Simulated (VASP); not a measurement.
Write the native input for VASP 6.6.1 that does the following.

| Property | Result |
| --- | --- |
| Task | single point |
| Functional | PBE |
| Potentials or basis | VASP PAW PBE potentials, release 64 (Te) |
| Cutoff | 520 eV |
| k mesh | 6 × 6 × 6 |
| Occupations | gaussian, width 0.1 eV |
| Spin | no spin polarisation |
| Dipole correction | no |
| Further INCAR settings | ALGO = Normal; EDIFF = 1e-07; NBANDS = 9 |

The structure of Te lies in POSCAR:

```
Te
1.0
    2.3318043715     -2.3790379351      0.0000000000
    2.3318043715      2.3790379351      0.0000000000
    0.0000000000      0.0000000000      2.9814924069
Te
1
Direct
    0.5000000000      0.5000000000      0.5000000000
```

The cell was generated, and may not be a known phase.

The input as run:

INCAR

```
ALGO = Normal
EDIFF = 1E-7
ENCUT = 520
GGA = PE
ISIF = 2
ISMEAR = 0
LASPH = True
LCHARG = True
LELF = True
LREAL = False
LVHAR = True
LWAVE = False
NBANDS = 9
NELM = 80
PREC = Accurate
SIGMA = 0.1
```

KPOINTS

```
k-points
0
Gamma
  6 6 6
```

Potentials or basis: VASP PAW PBE potentials, release 64 (Te).

Launch:

```bash
$ cat potpaw_PBE.64/Te/POTCAR > POTCAR
$ mpirun -np 1 vasp_std > vasp.out
```

It gave:

```yaml
Pressure: 0.0 GPa
Band_gap_on_the_k_mesh: zero (bands 3 and 4 overlap by 4.53 eV)
```

Caveat: spin-orbit coupling is left out, which moves the levels of the heavy elements.

Wall time 5.3 s on 1 thread of Intel(R) Xeon(R) 6975P-C (Granite Rapids) (shared host), peak memory 0.15 GiB.
